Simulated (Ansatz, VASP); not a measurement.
# Two plane-wave programs on K

```xyz
1
Lattice="3.4674 0.0000 0.0000 0.0000 3.4674 0.0000 0.0000 0.0000 3.4674" Properties=species:S:1:pos:R:3 pbc="T T T"
K     0.0000    0.0000    0.0000
```

Change from the starting cell: volume scaled by 0.6, PAW files.

Alike in both runs: task single point; functional LDA; k mesh 9 × 9 × 9; occupations fermi-dirac, width 0.05 eV; no spin polarisation.

```csv
,VASP,Ansatz
version,VASP 6.6.1,Ansatz 0.2.0
potentials or method,"VASP PAW LDA potentials, release 64 (K_sv)","PAW with Ansatz's default frozen-core files, scalar-relativistic"
plane-wave cutoff (eV),500,420
valence electrons in the cell,9,9
```

|  | VASP | Ansatz | Ansatz less VASP |
| --- | --- | --- | --- |
| pressure (GPa) | 4.5 | 4.5 | 0.00 |

LDA's correlation is that of Perdew and Zunger in VASP and of Perdew and Wang (1992) in Ansatz.
